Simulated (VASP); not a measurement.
Write the native input for VASP 6.6.1 that does the following.

```yaml
Task: single point
Functional: PBE
Potentials_or_basis: VASP PAW PBE potentials, release 64 (Ni_sv_GW)
Cutoff: 690 eV
k_mesh: 11 × 11 × 11
Occupations: fermi-dirac, width 0.05 eV
Spin: collinear spin, ferromagnetic start
Starting_moments: "[2.0] μB"
Fixed_moment: 2 μB
Dipole_correction: no
Further_INCAR_settings: ALGO = Normal; EDIFF = 1e-06; NBANDS = 19
```

The structure of Ni lies in POSCAR:

```
Ni
1.0
   -1.3837154700      1.3837154700      1.3837154700
    1.3837154700     -1.3837154700      1.3837154700
    1.3837154700      1.3837154700     -1.3837154700
Ni
1
Direct
    0.0000000000      0.0000000000      0.0000000000
```

This isn't the form of Ni at room conditions, which is fcc.

These files were run (other wordings do the same):

INCAR

```
SYSTEM = Ni
PREC = Accurate
ENCUT = 690
EDIFF = 1E-6
ISMEAR = -1
SIGMA = 0.05
LREAL = .False.
LASPH = .True.
NELM = 200
ALGO = Normal
ISIF = 2
LWAVE = .False.
LCHARG = .True.
ISPIN = 2
MAGMOM = 2
LORBIT = 11
NUPDOWN = 2.0
LMAXMIX = 4
GGA = PE
LELF = .True.
LVHAR = .True.
NBANDS = 19
GGA_COMPAT = .False.
```

KPOINTS

```
regular mesh
0
Gamma
  11 11 11
  0 0 0
```

Potentials or basis: VASP PAW PBE potentials, release 64 (Ni_sv_GW).

Run with:

```console
$ cat potpaw_PBE.64/Ni_sv_GW/POTCAR > POTCAR
$ mpirun -np 1 vasp_std > vasp.out
```

Results of the run:

```yaml
Pressure: 37.3 GPa
Net_moment: 2.00 μB per cell
Site_moments: Ni +1.80 μB
Valence_electrons_inside_the_program's_atomic_spheres: Ni 16.31
```

Caveat: the cell stands under pressure; the total moment is fixed, so each spin has its own Fermi level and the state may be an excited one.

Run time: 26 s on 1 thread of Intel(R) Xeon(R) Platinum 8488C (Sapphire Rapids) (shared host), peak memory 0.18 GiB.
